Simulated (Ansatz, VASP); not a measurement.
Sb in VASP and in Ansatz

```
Sb
1.0
     3.40245    0.00000    0.00000
    -1.70122    2.94661    0.00000
     0.00000    0.00000    5.21174
Sb
2
Direct
  0.33333 0.66667 0.25000
  0.66667 0.33333 0.75000
```

Alike in both runs: task single point; functional PBEsol; k mesh 13 × 13 × 7; occupations fermi-dirac, width 0.1 eV; no spin polarisation.

```csv
,VASP,Ansatz
version,VASP 6.6.1,Ansatz 0.2.0
potentials or method,"VASP PAW PBE potentials, release 64 (Sb), cutoff 520 eV","all-electron LAPW, scalar-relativistic"
```

```csv
,VASP,Ansatz,Ansatz less VASP
pressure (GPa),0.0,0.0,+0.03
```

VASP's potentials were made for PBE, not for PBEsol. Ansatz ran all-electron here, and VASP with PAW potentials.

Neither program's run includes spin-orbit coupling.
